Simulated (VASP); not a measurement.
# Te2Mo in VASP: a series of runs

Runs on Te2Mo. Level: LDA. Tasks: relaxation of the atoms.

Everything below comes from runs of VASP 6.6.1. Logs are shortened: lines on timing, memory, paths and dates and some standing lists are left out, and cuts for length are marked.

### 1 The cell of the first run

The cell holds a slab with vacuum, 3 atoms: a = 3.467 Å, b = 3.467 Å, c = 16.731 Å, α = 90.00°, β = 90.00°, γ = 120.00°.

### 2 Relaxation of the atoms, LDA (strain along c alone, the other axes held: -4.5 %)

INCAR reads:

```
  PREC = Accurate
  ENCUT = 450
  EDIFF = 1E-7
  ISMEAR = 0
  SIGMA = 0.02
  LREAL = False
  LASPH = True
  NELM = 120
  ALGO = Normal
  ISIF = 2
  LWAVE = False
  LCHARG = False
  GGA = CA
  IBRION = 2
  NSW = 60
  EDIFFG = -0.008
  GGA_COMPAT = False
  NELMIN = 4
```

KPOINTS reads:

```
regular mesh
0
Gamma
  12 12 2
```

POSCAR reads:

```
Te2Mo
1.0
    3.4665480208      0.0000000000      0.0000000000
   -1.7332740104      3.0021186495      0.0000000000
    0.0000000000      0.0000000000     16.7314198176
Te Mo
2 1
Direct
    0.3333333333      0.6666666667      0.8943937242
    0.3333333333      0.6666666667      0.1056062758
    0.0000000000      0.0000000000      0.0000000000
```

Potentials or basis: VASP PAW LDA potentials, release 64 (Te, Mo_sv).

Started as:

```console
> cat potpaw_LDA.64/Te/POTCAR potpaw_LDA.64/Mo_sv/POTCAR > POTCAR
> mpirun -np 1 vasp_std > vasp.out
```

OUTCAR:

```text
PREC = Accurate
   ENCUT = 450
   EDIFF = 1E-7
   ISMEAR = 0
   LREAL = False
   LASPH = True
   NELM = 120
   ISIF = 2
   GGA = CA
   IBRION = 2
   NSW = 60
   EDIFFG = -0.008
   NELMIN = 4

 ion  position               nearest neighbor table
   1  0.333  0.667  0.894-   3 2.67   3 2.67   3 2.67   2 3.53
   2  0.333  0.667  0.106-   3 2.67   3 2.67   3 2.67   1 3.53
   3  0.000  0.000  0.000-   1 2.67   2 2.67   1 2.67   2 2.67   1 2.67   2 2.67

  LATTYP: Found a hexagonal cell.
 ALAT       =     3.4665480208
 C/A-ratio  =     4.8265362883

  Lattice vectors:

 A1 = (   3.4665480208,   0.0000000000,   0.0000000000)
 A2 = (  -1.7332740104,   3.0021186495,   0.0000000000)
 A3 = (   0.0000000000,   0.0000000000,  16.7314198176)

Analysis of symmetry for initial positions (statically):
=====================================================================
 Subroutine PRICEL returns:
 Original cell was already a primitive cell.

 Routine SETGRP: Setting up the symmetry group for a
 hexagonal supercell.

 Subroutine GETGRP returns: Found 12 space group operations
 (whereof 12 operations were pure point group operations)
 out of a pool of 24 trial point group operations.

The static configuration has the point symmetry D_3h.

Analysis of symmetry for dynamics (positions and initial velocities):
=====================================================================
 Subroutine PRICEL returns:
 Original cell was already a primitive cell.

 Routine SETGRP: Setting up the symmetry group for a
 hexagonal supercell.

 Subroutine GETGRP returns: Found 12 space group operations
 (whereof 12 operations were pure point group operations)
 out of a pool of 24 trial point group operations.

The dynamic configuration has the point symmetry D_3h.

 Subroutine INISYM returns: Found 12 space group operations
 (whereof 12 operations are pure point group operations),
 and found     1 'primitive' translations

----------------------------------------------------------------------------------------

                                     Primitive cell

  volume of cell :     174.1237

  direct lattice vectors                    reciprocal lattice vectors
     3.466548021  0.000000000  0.000000000     0.288471411  0.166549047  0.000000000
    -1.733274010  3.002118649  0.000000000     0.000000000  0.333098094  0.000000000
     0.000000000  0.000000000 16.731419818     0.000000000  0.000000000  0.059767791

  length of vectors
     3.466548021  3.466548021 16.731419818     0.333098094  0.333098094  0.059767791

  position of ions in fractional coordinates (direct lattice)
     0.333333333  0.666666667  0.894393724
     0.333333333  0.666666667  0.105606276
     0.000000000  0.000000000  0.000000000

  ion indices of the primitive-cell ions
   primitive index   ion index
                 1           1
                 2           2
                 3           3

----------------------------------------------------------------------------------------

 KPOINTS: regular mesh

Automatic generation of k-mesh.
 Grid dimensions read from file:
 generate k-points for:   12   12    2

 Generating k-lattice:

  Cartesian coordinates                     Fractional coordinates (reciprocal lattice)
     0.024039284  0.013879087  0.000000000     0.083333333  0.000000000  0.000000000
     0.000000000  0.027758174  0.000000000     0.000000000  0.083333333  0.000000000
     0.000000000  0.000000000  0.029883895     0.000000000  0.000000000  0.500000000

  Length of vectors
     0.027758174  0.027758174  0.029883895

  Shift w.r.t. Gamma in fractional coordinates (k-lattice)
     0.000000000  0.000000000  0.000000000

 Subroutine IBZKPT returns following result:
 ===========================================

 Found     38 irreducible k-points:

 Following reciprocal coordinates:
            Coordinates               Weight
  0.000000  0.000000  0.000000      1.000000
  0.083333  0.000000  0.000000      6.000000
  0.166667  0.000000  0.000000      6.000000
  0.250000  0.000000  0.000000      6.000000
  0.333333  0.000000  0.000000      6.000000
  0.416667  0.000000  0.000000      6.000000
[... 16 lines left out ...]
  0.250000  0.000000  0.500000      6.000000
  0.333333  0.000000  0.500000      6.000000
 [... further k-points ...]
   k-points           NKPTS =     38   k-points in BZ     NKDIM =     38   number of bands    NBANDS=     17
   number of dos      NEDOS =    301   number of ions     NIONS =      3
   total plane-waves  NPLWV =  69120
   dimension x,y,z NGX =    24 NGY =   24 NGZ =  120
   dimension x,y,z NGXF=    48 NGYF=   48 NGZF=  240
   ions per type =               2   1
   NGX,Y,Z   is equivalent  to a cutoff of  11.51, 11.51, 11.92 a.u.
   NGXF,Y,Z  is equivalent  to a cutoff of  23.02, 23.02, 23.85 a.u.
 SYSTEM =  unknown system
   PREC   = accura    normal or accurate (medium, high low for compatibility)
   ISTART =      0    job   : 0-new  1-cont  2-samecut
   ICHARG =      2    charge: 1-file 2-atom 10-const
   ISPIN  =      1    spin polarized calculation?
   LNONCOLLINEAR =      F non collinear calculations
   LSORBIT =      F    spin-orbit coupling
   LASPH  =      T    aspherical Exc in radial PAW
   ENCUT  =  450.0 eV  33.07 Ry    5.75 a.u.   6.00  6.00 28.94*2*pi/ulx,y,z
   NELM   =    120;   NELMIN=  4; NELMDL= -5     # of ELM steps
   EDIFF  = 0.1E-06   stopping-criterion for ELM
   LREAL  =      F    real-space projection
   EDIFFG = -.8E-02   stopping-criterion for IOM
   NSW    =     60    number of steps for IOM
   IBRION =      2    ionic relax: 0-MD 1-quasi-New 2-CG
   NFREE  =      1    steps in history (QN), initial steepest desc. (CG)
   ISIF   =      2    stress and relaxation
   ISYM   =      2    0-nonsym 1-usesym 2-fastsym
   POTIM  = 0.5000    time-step for ionic-motion
   TEBEG  =    0.0;   TEEND  =   0.0 temperature during run
   PSTRESS=    0.0 pullay stress
   NELECT =      26.0000    total number of electrons
   NUPDOWN=      -1.0000    fix difference up-down
   EMIN   =  10.00;   EMAX   =-10.00  energy-range for DOS
   EFERMI =   0.00;   METHOD = LEGACY
   ISMEAR =     0;   SIGMA  =   0.02  broadening in eV -4-tet -1-fermi 0-gaus
   EFERMI_NEDOS =   21; number of points for ismear=-14 and -15
   IALGO  =     38    algorithm
   IMIX   =      4    mixing-type and parameters
     AMIX     =   0.40;   BMIX     =  1.00
     AMIX_MAG =   1.60;   BMIX_MAG =  1.00
  volume/ion in A,a.u.               =      58.04       391.68
  Fermi-wavevector in a.u.,A,eV,Ry     =   0.868520  1.641265 10.263250  0.754328
  Thomas-Fermi vector in A             =   1.987211
   LORBIT       =      0    0 simple, 1 ext, 2 COOP (PROOUT), +10 PAW based schemes
   GGA     = CA    functional components
   LHFCALC =     F    Hartree Fock is set to
   AEXX    =    0.0000 exact exchange contribution
   IVDW    =     0    specifies the selected vdW correction
   LEPSILON=     F    determine dielectric tensor
   LRPA    =     F    only Hartree local field effects (RPA)
 conjugate gradient relaxation of ions
 non-spin polarized calculation
 Gauss-broadening in eV      SIGMA  =   0.02
  energy-cutoff  :      450.00
  volume of cell :      174.12
 maximum number of plane-waves:      3834
 NGX is ok and might be reduce to    24
   NGX = 11   NGY = 11   NGZ = 57

--------------------------------------- Ionic step        1  -------------------------------------------

 number of electron      26.0000005 magnetization

 Free energy of the ion-electron system (eV)
  ---------------------------------------------------
  ext. energy  EPLUGINS =         0.00000000
  ---------------------------------------------------
  free energy    TOTEN  =       -20.45634305 eV

  energy without entropy =      -20.45634305  energy(sigma->0) =      -20.45634305

------------------------ aborting loop because EDIFF is reached ----------------------------------------

  FORCE on cell =-STRESS in cart. coord.  units (eV):
  Direction    XX          YY          ZZ          XY          YZ          ZX
  --------------------------------------------------------------------------------------
  -------------------------------------------------------------------------------------
  Total        0.6830244      0.6830244      1.6888084      0.0000000      0.0000000      0.0000000
  in kB        6.2847630      6.2847630     15.5393585      0.0000000      0.0000000      0.0000000
  external PRESSURE =       9.3696282 kB  Pullay stress =       0.0000000 kB
[... 59 lines left out ...]
  energy  without entropy=      -20.4705407317  energy(sigma->0) =      -20.47054073

--------------------------------------- Ionic step        3  -------------------------------------------

 number of electron      26.0000005 magnetization

 Free energy of the ion-electron system (eV)
  ---------------------------------------------------
  ext. energy  EPLUGINS =         0.00000000
  ---------------------------------------------------
  free energy    TOTEN  =       -20.47160008 eV

  energy without entropy =      -20.47160008  energy(sigma->0) =      -20.47160008

 E-fermi :   0.5248     XC(G=0):  -5.1968

 val. band max:        0.4338700882   @ k =   0.3333   0.3333   0.0000
 cond. band min:       1.6791914850   @ k =   0.3333   0.3333   0.5000
 fundamental gap:      1.2453213968
 Fermi energy:         0.5248414956

 k-point     1 :       0.0000    0.0000    0.0000
  band No.  band energies     occupation
      1     -59.7939      2.00000
      2     -34.1911      2.00000
      3     -34.0093      2.00000
      4     -34.0093      2.00000
      5     -12.4324      2.00000
      6     -11.4457      2.00000
[... 9 lines left out ...]
     16       4.1136      0.00000
     17       4.1136      0.00000
[... 443 lines left out ...]
      1     -59.7845      2.00000
      2     -34.1640      2.00000
      3     -34.1280      2.00000
      4     -34.0368      2.00000
      5     -10.9898      2.00000
      6     -10.4638      2.00000
[... 9 lines left out ...]
     16       3.2199      0.00000
     17       4.3063      0.00000

 [... further k-points ...]

------------------------ aborting loop because EDIFF is reached ----------------------------------------

  FORCE on cell =-STRESS in cart. coord.  units (eV):
  Direction    XX          YY          ZZ          XY          YZ          ZX
  --------------------------------------------------------------------------------------
  -------------------------------------------------------------------------------------
  Total        0.0218722      0.0218722     -0.0256110      0.0000000      0.0000000      0.0000000
  in kB        0.2012539      0.2012539     -0.2356567      0.0000000      0.0000000      0.0000000
  external PRESSURE =       0.0556171 kB  Pullay stress =       0.0000000 kB
[... 18 lines left out ...]
  FREE ENERGIE OF THE ION-ELECTRON SYSTEM (eV)
  ---------------------------------------------------
  free  energy   TOTEN  =       -20.4716000816 eV

  energy  without entropy=      -20.4716000816  energy(sigma->0) =      -20.47160008

 reached required accuracy - stopping structural energy minimisation
```

It took 2.4 min on 1 thread of Intel Xeon Platinum 8488C (Sapphire Rapids), shared host; peak memory 0.26 GiB.

Results:

| Property | Result |
| --- | --- |
| Free energy | -20.4716 eV |
| Energy gained by relaxing | 5.1 meV/atom |
| Ionic steps | 3 |
| Band gap on the k mesh | 1.25 eV |

The path:
```csv
step,energy change (eV),largest force (eV/Å),pressure (GPa)
1,0.0000,0.4853,0.94
2,-0.0142,0.1252,0.25
3,-0.0153,0.0004,0.01
```

Final structure:
```yaml
crystal:
  lattice:
    - [3.46655, 0.00000, 0.00000]
    - [-1.73327, 3.00212, 0.00000]
    - [0.00000, 0.00000, 16.73142]
  atoms:
    - { symbol: Te, position: [0.33333, 0.66667, 0.89248] }
    - { symbol: Te, position: [0.33333, 0.66667, 0.10752] }
    - { symbol: Mo, position: [0.00000, 0.00000, 0.00000] }
```

Caveat: the cell differs from its parent crystal (strain along c alone, the other axes held: -4.5 %); there is no dipole correction, which matters where the two faces differ; spin-orbit coupling is left out, which moves the levels of the heavy elements.

(Part 1 of 2 ends here.)
